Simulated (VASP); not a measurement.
# BaTiO3 (Pm-3m) in VASP: notebook

The runs below take BaTiO3 through single point, relaxation of cell and atoms, with PBEsol+U, PBEsol.

All numbers are computed with VASP 6.6.1; they aren't measurements. Logs are shortened: lines on timing, memory, paths and dates and some standing lists are left out, and cuts for length are marked.

## 1. The cell of the first run

The structure is cubic, space group Pm-3m (No. 221). Conventional cell: a = 4.006 Å, b = 4.006 Å, c = 4.006 Å, α = 90.00°, β = 90.00°, γ = 90.00°. Ba (site symmetry m-3m) has 12 O at 2.83 Å and 8 Ti at 3.47 Å within 3.7 Å. Ti (site symmetry m-3m) has 6 O at 2.00 Å within 2.7 Å. Within 2.7 Å of O (site symmetry 4/mmm) lie 2 Ti at 2.00 Å.

## 2. Single point, PBEsol+U

The input, INCAR:

```
PREC = Accurate ; ENCUT = 520
EDIFF = 1E-7 ; ISMEAR = -1
SIGMA = 0.05 ; LREAL = F
LASPH = T ; NELM = 150
ALGO = Normal ; ISIF = 2
LWAVE = F ; LCHARG = F
LMAXMIX = 4 ; LDAU = T
LDAUTYPE = 2 ; LDAUL = -1 2 -1
LDAUU = 0 5 0 ; LDAUJ = 0 0 0
LDAUPRINT = 1 ; GGA = PS
NBANDS = 28
```

The input, KPOINTS:

```
Automatic mesh
0
Gamma
  7 7 7
```

The input, POSCAR:

```
BaTiO3
1.0
    4.0060000000      0.0000000000      0.0000000000
    0.0000000000      4.0060000000      0.0000000000
    0.0000000000      0.0000000000      4.0060000000
Ba Ti O
1 1 3
Direct
    0.5000000000      0.5000000000      0.5000000000
    0.0000000000      0.0000000000      0.0000000000
    0.0000000000      0.0000000000      0.5000000000
    0.0000000000      0.5000000000      0.0000000000
    0.5000000000      0.0000000000      0.0000000000
```

Potentials or basis: VASP PAW PBE potentials, release 64 (Ba_sv, Ti_sv, O).

The run is started by

```bash
$ cat potpaw_PBE.64/Ba_sv/POTCAR potpaw_PBE.64/Ti_sv/POTCAR potpaw_PBE.64/O/POTCAR > POTCAR
$ mpirun -np 1 vasp_std > vasp.out
```

OUTCAR:

```text
PREC = Accurate
   ENCUT = 520
   EDIFF = 1E-7
   ISMEAR = -1
   LREAL = F
   LASPH = T
   NELM = 150
   ISIF = 2
   GGA = PS

 ion  position               nearest neighbor table
   1  0.500  0.500  0.500-   3 2.83   4 2.83   5 2.83   4 2.83   5 2.83   3 2.83   5 2.83   5 2.83
                             3 2.83   4 2.83   4 2.83   3 2.83   2 3.47   2 3.47   2 3.47   2 3.47
   2  0.000  0.000  0.000-   3 2.00   4 2.00   5 2.00   3 2.00   4 2.00   5 2.00   1 3.47   1 3.47
                             1 3.47   1 3.47   1 3.47   1 3.47   1 3.47   1 3.47
   3  0.000  0.000  0.500-   2 2.00   2 2.00   1 2.83   1 2.83   1 2.83   1 2.83
   4  0.000  0.500  0.000-   2 2.00   2 2.00   1 2.83   1 2.83   1 2.83   1 2.83
   5  0.500  0.000  0.000-   2 2.00   2 2.00   1 2.83   1 2.83   1 2.83   1 2.83

  LATTYP: Found a simple cubic cell.
 ALAT       =     4.0060000000

  Lattice vectors:

 A1 = (   4.0060000000,   0.0000000000,   0.0000000000)
 A2 = (   0.0000000000,   4.0060000000,   0.0000000000)
 A3 = (   0.0000000000,   0.0000000000,   4.0060000000)

Analysis of symmetry for initial positions (statically):
=====================================================================
 Subroutine PRICEL returns:
 Original cell was already a primitive cell.

 Routine SETGRP: Setting up the symmetry group for a
 simple cubic supercell.

 Subroutine GETGRP returns: Found 48 space group operations
 (whereof 48 operations were pure point group operations)
 out of a pool of 48 trial point group operations.

The static configuration has the point symmetry O_h .

Analysis of symmetry for dynamics (positions and initial velocities):
=====================================================================
 Subroutine PRICEL returns:
 Original cell was already a primitive cell.

 Routine SETGRP: Setting up the symmetry group for a
 simple cubic supercell.

 Subroutine GETGRP returns: Found 48 space group operations
 (whereof 48 operations were pure point group operations)
 out of a pool of 48 trial point group operations.

The dynamic configuration has the point symmetry O_h .

 Subroutine INISYM returns: Found 48 space group operations
 (whereof 48 operations are pure point group operations),
 and found     1 'primitive' translations

----------------------------------------------------------------------------------------

                                     Primitive cell

  volume of cell :      64.2884

  direct lattice vectors                    reciprocal lattice vectors
     4.006000000  0.000000000  0.000000000     0.249625562  0.000000000  0.000000000
     0.000000000  4.006000000  0.000000000     0.000000000  0.249625562  0.000000000
     0.000000000  0.000000000  4.006000000     0.000000000  0.000000000  0.249625562

  length of vectors
     4.006000000  4.006000000  4.006000000     0.249625562  0.249625562  0.249625562

  position of ions in fractional coordinates (direct lattice)
     0.500000000  0.500000000  0.500000000
     0.000000000  0.000000000  0.000000000
     0.000000000  0.000000000  0.500000000
     0.000000000  0.500000000  0.000000000
     0.500000000  0.000000000  0.000000000

  ion indices of the primitive-cell ions
   primitive index   ion index
                 1           1
                 2           2
                 3           3
                 4           4
                 5           5

----------------------------------------------------------------------------------------

 KPOINTS: Automatic mesh

Automatic generation of k-mesh.
 Grid dimensions read from file:
 generate k-points for:    7    7    7

 Generating k-lattice:

  Cartesian coordinates                     Fractional coordinates (reciprocal lattice)
     0.035660795  0.000000000  0.000000000     0.142857143  0.000000000  0.000000000
     0.000000000  0.035660795  0.000000000     0.000000000  0.142857143  0.000000000
     0.000000000  0.000000000  0.035660795     0.000000000  0.000000000  0.142857143

  Length of vectors
     0.035660795  0.035660795  0.035660795

  Shift w.r.t. Gamma in fractional coordinates (k-lattice)
     0.000000000  0.000000000  0.000000000

 Subroutine IBZKPT returns following result:
 ===========================================

 Found     20 irreducible k-points:

 Following reciprocal coordinates:
            Coordinates               Weight
  0.000000  0.000000  0.000000      1.000000
  0.142857  0.000000  0.000000      6.000000
  0.285714  0.000000  0.000000      6.000000
  0.428571  0.000000  0.000000      6.000000
  0.142857  0.142857  0.000000     12.000000
  0.285714  0.142857  0.000000     24.000000
[... 12 lines left out ...]
  0.428571  0.428571  0.285714     24.000000
  0.428571  0.428571  0.428571      8.000000
   k-points           NKPTS =     20   k-points in BZ     NKDIM =     20   number of bands    NBANDS=     28
   number of dos      NEDOS =    301   number of ions     NIONS =      5
   total plane-waves  NPLWV =  27000
   dimension x,y,z NGX =    30 NGY =   30 NGZ =   30
   dimension x,y,z NGXF=    60 NGYF=   60 NGZF=   60
   ions per type =               1   1   3
   NGX,Y,Z   is equivalent  to a cutoff of  12.45, 12.45, 12.45 a.u.
   NGXF,Y,Z  is equivalent  to a cutoff of  24.90, 24.90, 24.90 a.u.
 SYSTEM =  unknown system
   PREC   = accura    normal or accurate (medium, high low for compatibility)
   ISTART =      0    job   : 0-new  1-cont  2-samecut
   ICHARG =      2    charge: 1-file 2-atom 10-const
   ISPIN  =      1    spin polarized calculation?
   LNONCOLLINEAR =      F non collinear calculations
   LSORBIT =      F    spin-orbit coupling
   LASPH  =      T    aspherical Exc in radial PAW
   ENCUT  =  520.0 eV  38.22 Ry    6.18 a.u.   7.45  7.45  7.45*2*pi/ulx,y,z
   NELM   =    150;   NELMIN=  2; NELMDL= -5     # of ELM steps
   EDIFF  = 0.1E-06   stopping-criterion for ELM
   LREAL  =      F    real-space projection
   EDIFFG = 0.1E-05   stopping-criterion for IOM
   NSW    =      0    number of steps for IOM
   IBRION =     -1    ionic relax: 0-MD 1-quasi-New 2-CG
   NFREE  =      0    steps in history (QN), initial steepest desc. (CG)
   ISIF   =      2    stress and relaxation
   ISYM   =      2    0-nonsym 1-usesym 2-fastsym
   POTIM  = 0.5000    time-step for ionic-motion
   TEBEG  =    0.0;   TEEND  =   0.0 temperature during run
   PSTRESS=    0.0 pullay stress
   NELECT =      40.0000    total number of electrons
   NUPDOWN=      -1.0000    fix difference up-down
   EMIN   =  10.00;   EMAX   =-10.00  energy-range for DOS
   EFERMI =   0.00;   METHOD = LEGACY
   ISMEAR =    -1;   SIGMA  =   0.05  broadening in eV -4-tet -1-fermi 0-gaus
   EFERMI_NEDOS =   21; number of points for ismear=-14 and -15
   IALGO  =     38    algorithm
   IMIX   =      4    mixing-type and parameters
     AMIX     =   0.40;   BMIX     =  1.00
     AMIX_MAG =   1.60;   BMIX_MAG =  1.00
  volume/ion in A,a.u.               =      12.86        86.77
  Fermi-wavevector in a.u.,A,eV,Ry     =   1.397603  2.641087 26.576187  1.953295
  Thomas-Fermi vector in A             =   2.520843
   LORBIT       =      0    0 simple, 1 ext, 2 COOP (PROOUT), +10 PAW based schemes
 LDA+U is selected, type is set to LDAUTYPE =  2
   angular momentum for each species LDAUL =    -1    2   -1
   U (eV)           for each species LDAUU =   0.0  5.0  0.0
   J (eV)           for each species LDAUJ =   0.0  0.0  0.0
   GGA     = PS    functional components
   LHFCALC =     F    Hartree Fock is set to
   AEXX    =    0.0000 exact exchange contribution
   IVDW    =     0    specifies the selected vdW correction
   LEPSILON=     F    determine dielectric tensor
   LRPA    =     F    only Hartree local field effects (RPA)
 non-spin polarized calculation
  energy-cutoff  :      520.00
  volume of cell :       64.29
 maximum number of plane-waves:      1759
 NGX is ok and might be reduce to    30
   NGX = 15   NGY = 15   NGZ = 15

atom =   2  type =  2  l = 2

 onsite density matrix

spin component  1

  0.1002  0.0000 -0.0000 -0.0000  0.0000
  0.0000  0.1002 -0.0000 -0.0000 -0.0000
 -0.0000 -0.0000  0.2351  0.0000  0.0000
 -0.0000 -0.0000  0.0000  0.1002  0.0000
  0.0000 -0.0000  0.0000  0.0000  0.2351

spin component  2

  0.1002  0.0000 -0.0000 -0.0000  0.0000
  0.0000  0.1002 -0.0000 -0.0000 -0.0000
 -0.0000 -0.0000  0.2351  0.0000  0.0000
 -0.0000 -0.0000  0.0000  0.1002  0.0000
  0.0000 -0.0000  0.0000  0.0000  0.2351

 occupancies and eigenvectors

  o =  0.1002  v =  1.0000  0.0000  0.0000  0.0000  0.0000  0.0000  0.0000  0.0000  0.0000  0.0000      0.0000  0.0000  0.0000  0.0000  0.0000  0.0000  0.0000  0.0000  0.0000  0.0000
  o =  0.1002  v =  0.0000  0.0000  0.0000  0.0000  0.0000  1.0000  0.0000  0.0000  0.0000  0.0000      0.0000  0.0000  0.0000  0.0000  0.0000  0.0000  0.0000  0.0000  0.0000  0.0000
  o =  0.1002  v =  0.0000  0.2113 -0.0000  0.9774 -0.0000  0.0000  0.0000  0.0000  0.0000  0.0000      0.0000  0.0000  0.0000  0.0000  0.0000  0.0000  0.0000  0.0000  0.0000  0.0000
  o =  0.1002  v =  0.0000  0.0000  0.0000  0.0000  0.0000  0.0000  0.2113 -0.0000  0.9774 -0.0000      0.0000  0.0000  0.0000  0.0000  0.0000  0.0000  0.0000  0.0000  0.0000  0.0000
  o =  0.1002  v =  0.0000  0.0000  0.0000  0.0000  0.0000  0.0000 -0.9774  0.0000  0.2113  0.0000      0.0000  0.0000  0.0000  0.0000  0.0000  0.0000  0.0000  0.0000  0.0000  0.0000
  o =  0.1002  v =  0.0000 -0.9774  0.0000  0.2113  0.0000  0.0000  0.0000  0.0000  0.0000  0.0000      0.0000  0.0000  0.0000  0.0000  0.0000  0.0000  0.0000  0.0000  0.0000  0.0000
  o =  0.2351  v =  0.0000  0.0000  0.0000  0.0000  0.0000  0.0000 -0.0000 -1.0000  0.0000 -0.0005      0.0000  0.0000  0.0000  0.0000  0.0000  0.0000  0.0000  0.0000  0.0000  0.0000
  o =  0.2351  v =  0.0000 -0.0000 -1.0000  0.0000 -0.0005  0.0000  0.0000  0.0000  0.0000  0.0000      0.0000  0.0000  0.0000  0.0000  0.0000  0.0000  0.0000  0.0000  0.0000  0.0000
  o =  0.2351  v =  0.0000  0.0000  0.0000  0.0000  0.0000  0.0000 -0.0000  0.0005 -0.0000 -1.0000      0.0000  0.0000  0.0000  0.0000  0.0000  0.0000  0.0000  0.0000  0.0000  0.0000
  o =  0.2351  v =  0.0000 -0.0000  0.0005 -0.0000 -1.0000  0.0000  0.0000  0.0000  0.0000  0.0000      0.0000  0.0000  0.0000  0.0000  0.0000  0.0000  0.0000  0.0000  0.0000  0.0000

 number of electron      39.9999976 magnetization

 Free energy of the ion-electron system (eV)
  ---------------------------------------------------
  ext. energy  EPLUGINS =         0.00000000
  ---------------------------------------------------
  free energy    TOTEN  =       -38.65006466 eV

  energy without entropy =      -38.65006466  energy(sigma->0) =      -38.65006466

 E-fermi :   5.0413     XC(G=0): -11.5120

 val. band max:        3.7821773176   @ k =   0.4286   0.4286   0.4286
 cond. band min:       6.1311509828   @ k =   0.0000   0.0000   0.0000
 fundamental gap:      2.3489736652
 Fermi energy:         5.0412847685

 k-point     1 :       0.0000    0.0000    0.0000
  band No.  band energies     occupation
      1     -53.9061      2.00000
      2     -30.1664      2.00000
      3     -30.1664      2.00000
      4     -30.1664      2.00000
      5     -20.9269      2.00000
      6     -13.0415      2.00000
[... 20 lines left out ...]
     27       8.7208      0.00000
     28      10.9034      0.00000

 k-point     2 :       0.1429    0.0000    0.0000
  band No.  band energies     occupation
      1     -53.9059      2.00000
      2     -30.1747      2.00000
      3     -30.1661      2.00000
      4     -30.1661      2.00000
      5     -20.9045      2.00000
      6     -13.0530      2.00000
[... 20 lines left out ...]
     27       9.1245      0.00000
     28      11.4018      0.00000

 k-point     3 :       0.2857    0.0000    0.0000
  band No.  band energies     occupation
      1     -53.9055      2.00000
      2     -30.1931      2.00000
      3     -30.1653      2.00000
      4     -30.1653      2.00000
      5     -20.8532      2.00000
      6     -13.1364      2.00000
[... 492 lines left out ...]
      3     -30.2039      2.00000
      4     -30.1890      2.00000
      5     -20.6910      2.00000
      6     -12.4102      2.00000
[... 20 lines left out ...]
     27      11.4887      0.00000
     28      11.6103      0.00000

 k-point    20 :       0.4286    0.4286    0.4286
  band No.  band energies     occupation
      1     -53.9035      2.00000
      2     -30.2033      2.00000
      3     -30.2032      2.00000
      4     -30.2032      2.00000
      5     -20.6673      2.00000
      6     -12.2164      2.00000
[... 20 lines left out ...]
     27      11.3839      0.00000
     28      11.3839      0.00000

------------------------ aborting loop because EDIFF is reached ----------------------------------------

  FORCE on cell =-STRESS in cart. coord.  units (eV):
  Direction    XX          YY          ZZ          XY          YZ          ZX
  --------------------------------------------------------------------------------------
  -------------------------------------------------------------------------------------
  Total        0.4855795      0.4855795      0.4855795     -0.0000000     -0.0000000      0.0000000
  in kB       12.1014695     12.1014695     12.1014695     -0.0000000     -0.0000000      0.0000000
  external PRESSURE =      12.1014695 kB  Pullay stress =       0.0000000 kB

 VOLUME and BASIS-vectors are now :
 -----------------------------------------------------------------------------
  energy-cutoff  :      520.00
  volume of cell :       64.29
      direct lattice vectors                 reciprocal lattice vectors
     4.006000000  0.000000000  0.000000000     0.249625562  0.000000000  0.000000000
     0.000000000  4.006000000  0.000000000     0.000000000  0.249625562  0.000000000
     0.000000000  0.000000000  4.006000000     0.000000000  0.000000000  0.249625562

 POSITION                                       TOTAL-FORCE (eV/Angst)
 -----------------------------------------------------------------------------------
      2.00300      2.00300      2.00300         0.000000      0.000000      0.000000
      0.00000      0.00000      0.00000         0.000000      0.000000      0.000000
      0.00000      0.00000      2.00300         0.000000      0.000000      0.000000
      0.00000      2.00300      0.00000         0.000000      0.000000      0.000000
      2.00300      0.00000      0.00000         0.000000      0.000000      0.000000
 -----------------------------------------------------------------------------------
    total drift:                                0.000000     -0.000000      0.000000

  FREE ENERGIE OF THE ION-ELECTRON SYSTEM (eV)
  ---------------------------------------------------
  free  energy   TOTEN  =       -38.6500646552 eV

  energy  without entropy=      -38.6500646552  energy(sigma->0) =      -38.65006466
```

Run time: 26 s. Hardware: 1 thread of AMD EPYC 9R45 (Zen 5), shared host; peak memory 0.15 GiB.

Results:

```yaml
Free_energy: -38.6501 eV
Pressure: 1.2 GPa
Band_gap_on_the_k_mesh: 2.35 eV, indirect (least direct gap 2.49 eV)
```

Eigenvalues of the final occupation matrices:
| site | spin | trace | eigenvalues |
| --- | --- | --- | --- |
| site 2 d | 1 | 0.77 | 0.10 0.10 0.10 0.24 0.24 |
| site 2 d | 2 | 0.77 | 0.10 0.10 0.10 0.24 0.24 |

Caveat: the PAW data sets were made with another functional, which shifts forces and pressure a little; spin-orbit coupling is left out, which moves the levels of the heavy elements. A k mesh can miss the band edges.

## 3. Single point, PBEsol+U

The input, INCAR:

```
SYSTEM = BaTiO3
PREC     = Accurate       ! precision mode
ENCUT    = 520            ! plane-wave cutoff, eV
EDIFF    = 1E-6           ! SCF threshold, eV
ISMEAR   = -1             ! smearing method
SIGMA    = 0.05           ! smearing width, eV
LREAL    = .False.        ! projectors in reciprocal space
LASPH    = .True.         ! aspherical terms in the spheres
NELM     = 150            ! most SCF steps
ALGO     = Normal         ! electronic algorithm
ISIF     = 2              ! what is computed and relaxed
LWAVE    = .False.        ! write WAVECAR
LCHARG   = .True.         ! write CHGCAR
LMAXMIX  = 4              ! l up to which the mixer works
LDAU     = .True.         ! DFT+U
LDAUTYPE = 2            
LDAUL    = -1 2 -1        ! shell
LDAUU    = 0 6 0          ! U, eV
LDAUJ    = 0 0 0        
LDAUPRINT= 1            
GGA      = PS             ! functional
LELF     = .True.         ! ELF
LVHAR    = .True.       
NBANDS   = 28             ! bands
```

The input, KPOINTS:

```
Automatic mesh
0
Gamma
  7 7 7
  0 0 0
```

POSCAR is that of step 2.

Potentials or basis: VASP PAW PBE potentials, release 64 (Ba_sv, Ti_sv, O).

The run is started by

```bash
$ cat potpaw_PBE.64/Ba_sv/POTCAR potpaw_PBE.64/Ti_sv/POTCAR potpaw_PBE.64/O/POTCAR > POTCAR
$ mpirun -np 1 vasp_std > vasp.out
```

Run time: 29 s. Hardware: 1 thread of AMD EPYC 9R45 (Zen 5), shared host; peak memory 0.15 GiB.

Results (log left out):

```
Free energy            : -38.0268 eV
Pressure               : 2.1 GPa
Band gap on the k mesh : 2.48 eV, indirect (least direct gap 2.63 eV)
```

Levels at points of the mesh, in eV from the valence-band top:
```csv
k point,band 16,band 17,band 18,band 19,band 20,band 21,band 22,band 23,band 24,band 25
"(0.00, 0.00, 0.00)",-1.06,-1.06,-0.15,-0.15,-0.15,2.48,2.48,2.48,4.06,4.06
```

Eigenvalues of the final occupation matrices:
| site | spin | trace | eigenvalues |
| --- | --- | --- | --- |
| site 2 d | 1 | 0.75 | 0.10 0.10 0.10 0.23 0.23 |
| site 2 d | 2 | 0.75 | 0.10 0.10 0.10 0.23 0.23 |

Caveat: the PAW data sets were made with another functional, which shifts forces and pressure a little; spin-orbit coupling is left out, which moves the levels of the heavy elements. A k mesh can miss the band edges.

(Continued in part 2 of 2.)
